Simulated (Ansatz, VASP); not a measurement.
## Two plane-wave programs on SnSe

```
CELL_PARAMETERS angstrom
-0.03165 3.14101 3.13692
2.88842 0.07035 3.03492
2.91772 3.06830 0.04105
ATOMIC_POSITIONS crystal
Sn 0.00929 0.95169 0.07301
Se 0.50357 0.52456 0.49108
```

Alike in both runs: task single point; functional PBEsol; k mesh 4 × 4 × 4; no spin polarisation.

|  | VASP | Ansatz |
| --- | --- | --- |
| version | VASP 6.6.1 | Ansatz 0.2.0 |
| potentials or method | VASP PAW PBE potentials, release 64 (Sn_d, Se), cutoff 500 eV | plane waves, PAW |
| occupations | gaussian, width 0.01 eV | fixed |
| valence electrons in the cell | 20 | 30 |

VASP gave:

| Item | Value |
| --- | --- |
| pressure (GPa) | -1.8 |
| traceless stress, the component that is largest in VASP (GPa) | 2.80 |
| rms of the force components (eV/Å) | 0.094 |

Question: Which values does Ansatz return?

Answer: Pressure (GPa): -1.8; traceless stress, the component that is largest in VASP (GPa): 2.80; rms of the force components (eV/Å): 0.090.

VASP's potentials were made for PBE, not for PBEsol. Atom by atom the forces differ by 0.004 eV/Å (rms over components). VASP's potentials hold 20 valence electrons a cell and Ansatz's 30, so a difference there can come from the potentials and not from the codes. Ansatz's warnings: stress scf threshold loose.

The k mesh is coarse, so the values compare programs but aren't converged.
